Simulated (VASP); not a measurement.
Wanted: the native input for a VASP 6.6.1 run.

| Property | Result |
| --- | --- |
| Task | relaxation of cell and atoms |
| Functional | PBE |
| Potentials or basis | VASP PAW PBE potentials, release 64 (Si, C) |
| Cutoff | 600 eV |
| k mesh | 4 × 4 × 4 |
| Occupations | gaussian, width 0.1 eV |
| Spin | no spin polarisation |
| Dipole correction | no |
| Further INCAR settings | ALGO = Normal; EDIFF = 1e-07; IBRION = 2; EDIFFG = -0.04; NSW = 90; ISIF = 3 |

The structure of Si4C lies in POSCAR:

```
Si4C
1.0
    0.0000000000      3.3063917500      3.3063917500
    3.3063917500      0.0000000000      3.3063917500
    3.3063917500      3.3063917500      0.0000000000
Si C
4 1
Direct
    0.3734302600      0.3734302600      0.3734302600
    0.3734302600      0.3734302600      0.8797092300
    0.3734302600      0.8797092300      0.3734302600
    0.8797092300      0.3734302600      0.3734302600
    0.0000000000      0.0000000000      0.0000000000
```

One way to write it, as run:

INCAR

```
SYSTEM = Si4C
PREC = Accurate
ENCUT = 600
EDIFF = 1E-7
ISMEAR = 0
SIGMA = 0.1
LREAL = .False.
LASPH = .True.
NELM = 80
ALGO = Normal
ISIF = 3
LWAVE = .False.
LCHARG = .False.
GGA = PE
IBRION = 2
NSW = 90
EDIFFG = -0.04
```

KPOINTS

```
Automatic mesh
0
Gamma
  4 4 4
  0 0 0
```

Potentials or basis: VASP PAW PBE potentials, release 64 (Si, C).

Run with:

```sh
$ cat potpaw_PBE.64/Si/POTCAR potpaw_PBE.64/C/POTCAR > POTCAR
$ mpirun -np 1 vasp_std > vasp.out
```

It gave:

| Property | Result |
| --- | --- |
| Relaxed volume | 16.74 Å³/atom |
| Relaxed cell | a = 4.910 Å, b = 4.910 Å, c = 4.910 Å, α = 60.00°, β = 60.00°, γ = 60.00° |
| Space group after relaxing (to 0.05 Å) | F-43m (No. 216) |
| Energy gained by relaxing | 114.3 meV/atom |
| Ionic steps | 5 |
| Pressure after relaxing | -0.2 GPa |
| Largest force after relaxing | 0.031 eV/Å |

Caveat: the k points lie up to 0.39 Å⁻¹ apart in the final cell; the volume moved by over 15 % at a fixed basis, so the end points are rough.

Wall time 2.4 min on 1 thread of AMD EPYC 7R13, with other jobs on the host, peak memory 0.2 GiB.
